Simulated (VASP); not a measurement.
# InAs (I-4m2) in VASP: a series of runs

Runs on InAs. Level: PBEsol. Tasks: single point.

Program: VASP 6.6.1. These are calculated values, not measurements. Logs are shortened: lines on timing, memory, paths and dates and some standing lists are left out, and cuts for length are marked.

## 1. The cell of the first run

Symmetry: I-4m2, No. 119, tetragonal system. The conventional cell has a = 4.434 Å, b = 4.434 Å, c = 5.996 Å, α = 90.00°, β = 90.00°, γ = 90.00°. In (site symmetry -4m2) has 4 As at 2.68 Å within 3.5 Å. Within 3.5 Å of As (site symmetry -4m2) lie 4 In at 2.68 Å.

## 2. Single point, PBEsol (strain +0.030 along x and y, -0.015 along z)

INCAR reads:

```
SYSTEM = InAs
PREC = Accurate
ENCUT = 520
EDIFF = 1E-6
ISMEAR = 0
SIGMA = 0.15
LREAL = .False.
LASPH = .True.
NELM = 60
ALGO = Normal
ISIF = 2
LWAVE = .False.
LCHARG = .True.
GGA = PS
LELF = .True.
LVHAR = .True.
NBANDS = 16
```

KPOINTS reads:

```
regular mesh
0
Gamma
  18 18 18
  0 0 0
```

POSCAR reads:

```
InAs
1.0
    0.0000000000      3.1350449504      2.9980769672
    3.1350449504      0.0000000000      2.9980769672
    3.1350449504      3.1350449504      0.0000000000
In As
1 1
Direct
    0.0000000000      0.0000000000      0.0000000000
    0.7500000000      0.7500000000      0.7500000000
```

Potentials or basis: VASP PAW PBE potentials, release 64 (In_d, As).

The run is started by

```sh
cat potpaw_PBE.64/In_d/POTCAR potpaw_PBE.64/As/POTCAR > POTCAR
mpirun -np 1 vasp_std > vasp.out
```

OUTCAR:

```text
SYSTEM = InAs
   PREC = Accurate
   ENCUT = 520
   EDIFF = 1E-6
   ISMEAR = 0
   LREAL = .False.
   LASPH = .True.
   NELM = 60
   ISIF = 2
   GGA = PS

 ion  position               nearest neighbor table
   1  0.000  0.000  0.000-   2 2.68   2 2.68   2 2.68   2 2.68
   2  0.750  0.750  0.750-   1 2.68   1 2.68   1 2.68   1 2.68

  LATTYP: Found a body centered tetragonal cell.
 ALAT       =     4.4336230875
 C/A-ratio  =     1.3524275330

  Lattice vectors:

 A1 = (   0.0000000000,  -3.1350449504,  -2.9980769672)
 A2 = (   0.0000000000,   3.1350449504,  -2.9980769672)
 A3 = (   3.1350449504,   0.0000000000,   2.9980769672)

Analysis of symmetry for initial positions (statically):
=====================================================================
 Subroutine PRICEL returns:
 Original cell was already a primitive cell.

 Routine SETGRP: Setting up the symmetry group for a
 body centered tetragonal supercell.

 Subroutine GETGRP returns: Found  8 space group operations
 (whereof  8 operations were pure point group operations)
 out of a pool of 16 trial point group operations.

The static configuration has the point symmetry D_2d.

Analysis of symmetry for dynamics (positions and initial velocities):
=====================================================================
 Subroutine PRICEL returns:
 Original cell was already a primitive cell.

 Routine SETGRP: Setting up the symmetry group for a
 body centered tetragonal supercell.

 Subroutine GETGRP returns: Found  8 space group operations
 (whereof  8 operations were pure point group operations)
 out of a pool of 16 trial point group operations.

The dynamic configuration has the point symmetry D_2d.

 Subroutine INISYM returns: Found  8 space group operations
 (whereof  8 operations are pure point group operations),
 and found     1 'primitive' translations

----------------------------------------------------------------------------------------

                                     Primitive cell

  volume of cell :      58.9332

  direct lattice vectors                    reciprocal lattice vectors
     0.000000000  3.135044950  2.998076967    -0.159487346  0.159487346  0.166773570
     3.135044950  0.000000000  2.998076967     0.159487346 -0.159487346  0.166773570
     3.135044950  3.135044950  0.000000000     0.159487346  0.159487346 -0.166773570

  length of vectors
     4.337853426  4.337853426  4.433623088     0.280509984  0.280509984  0.280509984

  position of ions in fractional coordinates (direct lattice)
     0.000000000  0.000000000  0.000000000
     0.750000000  0.750000000  0.750000000

  ion indices of the primitive-cell ions
   primitive index   ion index
                 1           1
                 2           2

----------------------------------------------------------------------------------------

 KPOINTS: regular mesh

Automatic generation of k-mesh.
 Grid dimensions read from file:
 generate k-points for:   18   18   18

 Generating k-lattice:

  Cartesian coordinates                     Fractional coordinates (reciprocal lattice)
    -0.008860408  0.008860408  0.009265198     0.055555556  0.000000000  0.000000000
     0.008860408 -0.008860408  0.009265198     0.000000000  0.055555556  0.000000000
     0.008860408  0.008860408 -0.009265198     0.000000000  0.000000000  0.055555556

  Length of vectors
     0.015583888  0.015583888  0.015583888

  Shift w.r.t. Gamma in fractional coordinates (k-lattice)
     0.000000000  0.000000000  0.000000000

 Subroutine IBZKPT returns following result:
 ===========================================

 Found    480 irreducible k-points:

 Following reciprocal coordinates:
            Coordinates               Weight
  0.000000  0.000000  0.000000      1.000000
  0.055556  0.000000  0.000000      8.000000
  0.111111  0.000000  0.000000      8.000000
  0.166667 -0.000000  0.000000      8.000000
  0.222222  0.000000  0.000000      8.000000
  0.277778 -0.000000  0.000000      8.000000
[... 16 lines left out ...]
 -0.277778  0.055556  0.000000      8.000000
 -0.222222  0.055556  0.000000      8.000000
 [... further k-points ...]
   k-points           NKPTS =    480   k-points in BZ     NKDIM =    480   number of bands    NBANDS=     16
   number of dos      NEDOS =    301   number of ions     NIONS =      2
   total plane-waves  NPLWV =  36864
   dimension x,y,z NGX =    32 NGY =   32 NGZ =   36
   dimension x,y,z NGXF=    64 NGYF=   64 NGZF=   72
   ions per type =               1   1
   NGX,Y,Z   is equivalent  to a cutoff of  12.26, 12.26, 13.50 a.u.
   NGXF,Y,Z  is equivalent  to a cutoff of  24.53, 24.53, 27.00 a.u.
 SYSTEM =  InAs
   PREC   = accura    normal or accurate (medium, high low for compatibility)
   ISTART =      0    job   : 0-new  1-cont  2-samecut
   ICHARG =      2    charge: 1-file 2-atom 10-const
   ISPIN  =      1    spin polarized calculation?
   LNONCOLLINEAR =      F non collinear calculations
   LSORBIT =      F    spin-orbit coupling
   LASPH  =      T    aspherical Exc in radial PAW
   ENCUT  =  520.0 eV  38.22 Ry    6.18 a.u.   8.07  8.07  8.24*2*pi/ulx,y,z
   NELM   =     60;   NELMIN=  2; NELMDL= -5     # of ELM steps
   EDIFF  = 0.1E-05   stopping-criterion for ELM
   LREAL  =      F    real-space projection
   EDIFFG = 0.1E-04   stopping-criterion for IOM
   NSW    =      0    number of steps for IOM
   IBRION =     -1    ionic relax: 0-MD 1-quasi-New 2-CG
   NFREE  =      0    steps in history (QN), initial steepest desc. (CG)
   ISIF   =      2    stress and relaxation
   ISYM   =      2    0-nonsym 1-usesym 2-fastsym
   POTIM  = 0.5000    time-step for ionic-motion
   TEBEG  =    0.0;   TEEND  =   0.0 temperature during run
   PSTRESS=    0.0 pullay stress
   NELECT =      18.0000    total number of electrons
   NUPDOWN=      -1.0000    fix difference up-down
   EMIN   =  10.00;   EMAX   =-10.00  energy-range for DOS
   EFERMI =   0.00;   METHOD = LEGACY
   ISMEAR =     0;   SIGMA  =   0.15  broadening in eV -4-tet -1-fermi 0-gaus
   EFERMI_NEDOS =   21; number of points for ismear=-14 and -15
   IALGO  =     38    algorithm
   IMIX   =      4    mixing-type and parameters
     AMIX     =   0.40;   BMIX     =  1.00
     AMIX_MAG =   1.60;   BMIX_MAG =  1.00
  volume/ion in A,a.u.               =      29.47       198.85
  Fermi-wavevector in a.u.,A,eV,Ry     =   1.102501  2.083424 16.537989  1.215508
  Thomas-Fermi vector in A             =   2.238945
   LORBIT       =      0    0 simple, 1 ext, 2 COOP (PROOUT), +10 PAW based schemes
   GGA     = PS    functional components
   LHFCALC =     F    Hartree Fock is set to
   AEXX    =    0.0000 exact exchange contribution
   IVDW    =     0    specifies the selected vdW correction
   LEPSILON=     F    determine dielectric tensor
   LRPA    =     F    only Hartree local field effects (RPA)
 non-spin polarized calculation
 Gauss-broadening in eV      SIGMA  =   0.15
  energy-cutoff  :      520.00
  volume of cell :       58.93
 maximum number of plane-waves:      1609
   NGX = 17   NGY = 17   NGZ = 17

 number of electron      18.0000004 magnetization

 Free energy of the ion-electron system (eV)
  ---------------------------------------------------
  ext. energy  EPLUGINS =         0.00000000
  ---------------------------------------------------
  free energy    TOTEN  =        -8.46624806 eV

  energy without entropy =       -8.46612314  energy(sigma->0) =       -8.46618560

 E-fermi :   3.9408     XC(G=0):  -9.0100

 val. band max:        3.8751419318   @ k =   0.0000   0.0000   0.0000
 cond. band min:       4.1302425187   @ k =   0.0556   0.0000   0.0000
 fundamental gap:      0.2551005870
 Fermi energy:         3.9407595106

 k-point     1 :       0.0000    0.0000    0.0000
  band No.  band energies     occupation
      1     -10.4691      2.00000
      2     -10.4690      2.00000
      3     -10.4548      2.00000
      4     -10.3660      2.00000
      5     -10.3580      2.00000
      6      -7.7416      2.00000
[... 8 lines left out ...]
     15      12.8895      0.00000
     16      13.5224      0.00000

 k-point     2 :       0.0556    0.0000    0.0000
  band No.  band energies     occupation
      1     -10.4710      2.00000
      2     -10.4680      2.00000
      3     -10.4551      2.00000
      4     -10.3661      2.00000
      5     -10.3580      2.00000
      6      -7.7126      2.00000
[... 8 lines left out ...]
     15      12.6069      0.00000
     16      13.0726      0.00000

 k-point     3 :       0.1111    0.0000    0.0000
  band No.  band energies     occupation
      1     -10.4783      2.00000
      2     -10.4652      2.00000
      3     -10.4543      2.00000
      4     -10.3663      2.00000
      5     -10.3577      2.00000
      6      -7.6270      2.00000
[... 8 lines left out ...]
     15      12.2366      0.00000
     16      12.6395      0.00000

 k-point     4 :       0.1667   -0.0000    0.0000
  band No.  band energies     occupation
      1     -10.4912      2.00000
      2     -10.4610      2.00000
      3     -10.4513      2.00000
      4     -10.3665      2.00000
      5     -10.3571      2.00000
      6      -7.4891      2.00000
[... 8 lines left out ...]
     15      12.0103      0.00000
     16      12.4529      0.00000

 k-point     5 :       0.2222    0.0000    0.0000
  band No.  band energies     occupation
      1     -10.5072      2.00000
      2     -10.4562      2.00000
      3     -10.4471      2.00000
      4     -10.3664      2.00000
      5     -10.3561      2.00000
      6      -7.3069      2.00000
[... 8 lines left out ...]
     15      11.9940      0.00000
     16      12.3975      0.00000

 k-point     6 :       0.2778   -0.0000    0.0000
  band No.  band energies     occupation
      1     -10.5240      2.00000
      2     -10.4516      2.00000
      3     -10.4428      2.00000
      4     -10.3658      2.00000
      5     -10.3544      2.00000
      6      -7.0930      2.00000
[... 8 lines left out ...]
     15      12.2161      0.00000
     16      12.4147      0.00000

 k-point     7 :       0.3333    0.0000    0.0000
  band No.  band energies     occupation
      1     -10.5394      2.00000
      2     -10.4478      2.00000
      3     -10.4393      2.00000
      4     -10.3648      2.00000
      5     -10.3523      2.00000
      6      -6.8670      2.00000
[... 8 lines left out ...]
     15      12.6592      0.00000
     16      12.6786      0.00000

 k-point     8 :       0.3889    0.0000    0.0000
  band No.  band energies     occupation
      1     -10.5517      2.00000
      2     -10.4451      2.00000
      3     -10.4367      2.00000
      4     -10.3636      2.00000
      5     -10.3501      2.00000
      6      -6.6581      2.00000
[... 8 lines left out ...]
     15      13.1550      0.00000
     16      13.2690      0.00000

 k-point     9 :       0.4444    0.0000    0.0000
  band No.  band energies     occupation
      1     -10.5595      2.00000
      2     -10.4436      2.00000
      3     -10.4352      2.00000
      4     -10.3626      2.00000
      5     -10.3485      2.00000
      6      -6.5055      2.00000
[... 8 lines left out ...]
     15      13.7179      0.00000
     16      13.9516      0.00000
[... 172 lines left out ...]
 k-point    19 :       0.5000    0.0556    0.0000
  band No.  band energies     occupation
      1     -10.5630      2.00000
      2     -10.4416      2.00000
      3     -10.4345      2.00000
      4     -10.3635      2.00000
      5     -10.3478      2.00000
      6      -6.4356      2.00000
[... 8 lines left out ...]
     15      13.7473      0.00000
     16      14.3708      0.00000

 k-point    20 :      -0.4444    0.0556    0.0000
  band No.  band energies     occupation
      1     -10.5620      2.00000
      2     -10.4421      2.00000
      3     -10.4343      2.00000
      4     -10.3627      2.00000
      5     -10.3489      2.00000
      6      -6.4581      2.00000
[... 8 lines left out ...]
     15      13.7936      0.00000
     16      13.9048      0.00000

 k-point    21 :      -0.3889    0.0556    0.0000
  band No.  band energies     occupation
      1     -10.5559      2.00000
      2     -10.4437      2.00000
      3     -10.4349      2.00000
      4     -10.3626      2.00000
      5     -10.3509      2.00000
      6      -6.5845      2.00000
[... 8 lines left out ...]
     15      13.0593      0.00000
     16      13.7863      0.00000

 k-point    22 :      -0.3333    0.0556    0.0000
  band No.  band energies     occupation
      1     -10.5453      2.00000
      2     -10.4464      2.00000
      3     -10.4364      2.00000
      4     -10.3630      2.00000
      5     -10.3535      2.00000
      6      -6.7796      2.00000
[... 8 lines left out ...]
     15      12.4097      0.00000
     16      13.3336      0.00000

 k-point    23 :      -0.2778    0.0556    0.0000
  band No.  band energies     occupation
      1     -10.5315      2.00000
      2     -10.4502      2.00000
      3     -10.4388      2.00000
      4     -10.3637      2.00000
      5     -10.3558      2.00000
      6      -7.0028      2.00000
[... 8 lines left out ...]
     15      11.9227      0.00000
     16      13.0384      0.00000

 k-point    24 :      -0.2222    0.0556    0.0000
  band No.  band energies     occupation
      1     -10.5159      2.00000
      2     -10.4548      2.00000
      3     -10.4420      2.00000
      4     -10.3644      2.00000
      5     -10.3575      2.00000
      6      -7.2217      2.00000
[... 8 lines left out ...]
     15      11.8119      0.00000
     16      12.9325      0.00000

 [... further k-points ...]

------------------------ aborting loop because EDIFF is reached ----------------------------------------

  FORCE on cell =-STRESS in cart. coord.  units (eV):
  Direction    XX          YY          ZZ          XY          YZ          ZX
  --------------------------------------------------------------------------------------
  -------------------------------------------------------------------------------------
  Total       -0.9803683     -0.9803683     -0.4491901      0.0000000      0.0000000      0.0000000
  in kB      -26.6525952    -26.6525952    -12.2118217      0.0000000      0.0000000      0.0000000
  external PRESSURE =     -21.8390040 kB  Pullay stress =       0.0000000 kB

 VOLUME and BASIS-vectors are now :
 -----------------------------------------------------------------------------
  energy-cutoff  :      520.00
  volume of cell :       58.93
      direct lattice vectors                 reciprocal lattice vectors
     0.000000000  3.135044950  2.998076967    -0.159487346  0.159487346  0.166773570
     3.135044950  0.000000000  2.998076967     0.159487346 -0.159487346  0.166773570
     3.135044950  3.135044950  0.000000000     0.159487346  0.159487346 -0.166773570

 POSITION                                       TOTAL-FORCE (eV/Angst)
 -----------------------------------------------------------------------------------
      0.00000      0.00000      0.00000        -0.000000     -0.000000     -0.000000
      4.70257      4.70257      4.49712         0.000000      0.000000      0.000000
 -----------------------------------------------------------------------------------
    total drift:                                0.000003      0.000003     -0.000004

  FREE ENERGIE OF THE ION-ELECTRON SYSTEM (eV)
  ---------------------------------------------------
  free  energy   TOTEN  =        -8.4662480563 eV

  energy  without entropy=       -8.4661231368  energy(sigma->0) =       -8.46618560
```

Run time: 2.1 min. Hardware: 1 thread of Intel Xeon 6975P-C (Granite Rapids), shared host; peak memory 0.56 GiB.

What came out:

```
Free energy            : -8.4662 eV
Pressure               : -2.2 GPa
Band gap on the k mesh : 0.11 eV (least direct gap 0.19 eV)
```

Levels at points of the mesh, in eV from the valence-band top:
| k point | band 6 | band 7 | band 8 | band 9 | band 10 | band 11 | band 12 | band 13 |
| --- | --- | --- | --- | --- | --- | --- | --- | --- |
| (0.00, 0.00, 0.00) | -11.51 | -0.63 | -0.08 | -0.08 | 0.11 | 3.76 | 3.85 | 3.85 |
| (0.50, 0.00, 0.00) | -10.21 | -5.51 | -1.05 | -0.79 | 0.71 | 4.44 | 4.72 | 6.63 |
| (0.50, 0.50, 0.00) | -9.66 | -5.47 | -2.30 | -2.30 | 1.41 | 1.70 | 8.76 | 8.76 |
| (0.50, 0.00, 0.50) | -9.77 | -5.71 | -2.08 | -2.06 | 1.59 | 2.08 | 8.51 | 8.52 |

Caveat: the cell differs from its parent crystal (strain +0.030 along x and y, -0.015 along z); the smearing spreads over this small gap; semilocal functionals underestimate gaps, and a narrow one can read as zero; the PAW data sets were made with another functional, which shifts forces and pressure a little; spin-orbit coupling is left out, which moves the levels of the heavy elements. A k mesh can miss the band edges.

## 3. Single point, PBEsol (strain +0.030 along x and y, +0.000 along z)

INCAR reads:

```
SYSTEM = InAs
ALGO = Normal
EDIFF = 1E-6
ENCUT = 520
GGA = PS
ISIF = 2
ISMEAR = 0
LASPH = .True.
LCHARG = .True.
LELF = .True.
LREAL = .False.
LVHAR = .True.
LWAVE = .False.
NBANDS = 16
NELM = 100
PREC = Accurate
SIGMA = 0.15
```

KPOINTS reads:

```
k-points
0
Gamma
  18 18 18
  0 0 0
```

POSCAR reads:

```
InAs
1.0
    0.0000000000      3.1350449504      3.0437329616
    3.1350449504      0.0000000000      3.0437329616
    3.1350449504      3.1350449504      0.0000000000
In As
1 1
Direct
    0.0000000000      0.0000000000      0.0000000000
    0.7500000000      0.7500000000      0.7500000000
```

Potentials or basis: VASP PAW PBE potentials, release 64 (In_d, As).

The run is started by

```sh
cat potpaw_PBE.64/In_d/POTCAR potpaw_PBE.64/As/POTCAR > POTCAR
mpirun -np 1 vasp_std > vasp.out
```

Wall time 2.1 min (1 thread of Intel Xeon 6975P-C (Granite Rapids), shared host); peak memory 0.57 GiB.

The run converged. Its results:

| Item | Value |
| --- | --- |
| Free energy | -8.4570 eV |
| Pressure | -2.8 GPa |
| Band gap on the k mesh | 0.08 eV (least direct gap 0.13 eV) |

Stress tensor (GPa, compression positive):
```
-3.15  0.00  0.00
 0.00 -3.15  0.00
 0.00  0.00 -2.16
```

Levels at points of the mesh, in eV from the valence-band top:
| k point | band 7 | band 8 | band 9 | band 10 | band 11 | band 12 |
| --- | --- | --- | --- | --- | --- | --- |
| (0.00, 0.00, 0.00) | -0.68 | -0.04 | -0.04 | 0.08 | 3.78 | 3.84 |
| (0.50, 0.00, 0.00) | -5.43 | -0.98 | -0.80 | 0.70 | 4.49 | 4.66 |
| (0.50, 0.50, 0.00) | -5.45 | -2.19 | -2.19 | 1.48 | 1.80 | 8.68 |
| (0.50, 0.00, 0.50) | -5.61 | -2.04 | -2.03 | 1.61 | 2.04 | 8.49 |

Caveat: the cell differs from its parent crystal (strain +0.030 along x and y, +0.000 along z); the smearing spreads over this small gap; semilocal functionals underestimate gaps, and a narrow one can read as zero; the PAW data sets were made with another functional, which shifts forces and pressure a little; spin-orbit coupling is left out, which moves the levels of the heavy elements. A k mesh can miss the band edges.

The gap in the log of VASP goes by the Fermi energy; the results here count the filled bands.